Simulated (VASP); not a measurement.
Write the native input for VASP 6.6.1 that does the following.

```
Task                   : single point
Functional             : LDA
Potentials or basis    : VASP PAW LDA potentials, release 64 (Al)
Cutoff                 : 500 eV
k mesh                 : 19 × 19 × 19
Occupations            : fermi-dirac, width 0.08 eV
Spin                   : no spin polarisation
Dipole correction      : no
Further INCAR settings : ALGO = Normal; EDIFF = 1e-06; NBANDS = 8
```

The structure of Al lies in POSCAR:

```
Al
1.0
   -1.4020362215      1.4020362215      1.4020362215
    1.4020362215     -1.4020362215      1.4020362215
    1.4020362215      1.4020362215     -1.4020362215
Al
1
Direct
    0.0000000000      0.0000000000      0.0000000000
```

This isn't the form of Al at room conditions, which is fcc.

The input as run:

INCAR

```
PREC     = Accurate       # precision mode
ENCUT    = 500            # plane-wave cutoff, eV
EDIFF    = 1E-6           # SCF threshold, eV
ISMEAR   = -1             # smearing method
SIGMA    = 0.08           # smearing width, eV
LREAL    = F              # projectors in reciprocal space
LASPH    = T              # aspherical terms in the spheres
NELM     = 120            # most SCF steps
ALGO     = Normal         # electronic algorithm
ISIF     = 2              # what is computed and relaxed
LWAVE    = F              # write WAVECAR
LCHARG   = F              # write CHGCAR
GGA      = CA             # functional
NBANDS   = 8              # bands
GGA_COMPAT= F
```

KPOINTS

```
regular mesh
0
Gamma
  19 19 19
```

Potentials or basis: VASP PAW LDA potentials, release 64 (Al).

The run is started by

```sh
$ cat potpaw_LDA.64/Al/POTCAR > POTCAR
$ mpirun -np 1 vasp_std > vasp.out
```

Results of the run:

- Pressure: 65.6 GPa
- Band gap on the k mesh: zero (an odd number of electrons rules out a gap without spin polarisation)

Caveat: the cell stands under pressure.

Run time: 22 s on 1 thread of Intel Xeon 8259CL (shared host), peak memory 0.12 GiB.
